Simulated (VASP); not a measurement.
Write the native input for VASP 6.6.1 that does the following.

- Task: single point
- Functional: PBEsol
- Potentials or basis: VASP PAW PBE potentials, release 64 (Ta_sv_GW, N)
- Cutoff: 600 eV
- k mesh: 10 × 10 × 10
- Occupations: fermi-dirac, width 0.05 eV
- Spin: non-collinear spin, zero start, spin-orbit coupling
- Starting moments: [[0.0, 0.0, 0.0], [0.0, 0.0, 0.0]] μB
- Dipole correction: no
- Second run: valence_matched
- Further INCAR settings: ALGO = Normal; EDIFF = 1e-06; NBANDS = 30

The structure of TaN lies in POSCAR:

```
TaN
1.0
    0.0000000000      2.2113230000      2.2113230000
    2.2113230000      0.0000000000      2.2113230000
    2.2113230000      2.2113230000      0.0000000000
Ta N
1 1
Direct
    0.5000000000      0.5000000000      0.5000000000
    0.0000000000      0.0000000000      0.0000000000
```

These files were run (other wordings do the same):

INCAR

```
ALGO = Normal ; EDIFF = 1E-6
ENCUT = 600 ; GGA = PS
GGA_COMPAT = False ; ISIF = 2
ISMEAR = -1 ; LASPH = True
LCHARG = False ; LMAXMIX = 4
LNONCOLLINEAR = True ; LORBIT = 11
LORBMOM = True ; LREAL = False
LSORBIT = True ; LWAVE = False
MAGMOM = 0 0 0 0 0 0 ; NBANDS = 30
NELM = 200 ; PREC = Accurate
SIGMA = 0.05
```

KPOINTS

```
k-points
0
Gamma
  10 10 10
```

Potentials or basis: VASP PAW PBE potentials, release 64 (Ta_sv_GW, N).

The run is started by

```sh
$ cat potpaw_PBE.64/Ta_sv_GW/POTCAR potpaw_PBE.64/N/POTCAR > POTCAR
$ mpirun -np 1 vasp_ncl > vasp.out
```

It gave:

```
Pressure                                              : -10.4 GPa
Net moment                                            : 0.00 μB per cell
Valence electrons inside the program's atomic spheres : Ta 11.67; N 3.72
```

Caveat: the PAW data sets were made with another functional, which shifts forces and pressure a little.

Wall time 70 s on 1 thread of AMD EPYC 9R45 96-Core Processor (Zen 5) (shared host), peak memory 0.25 GiB.
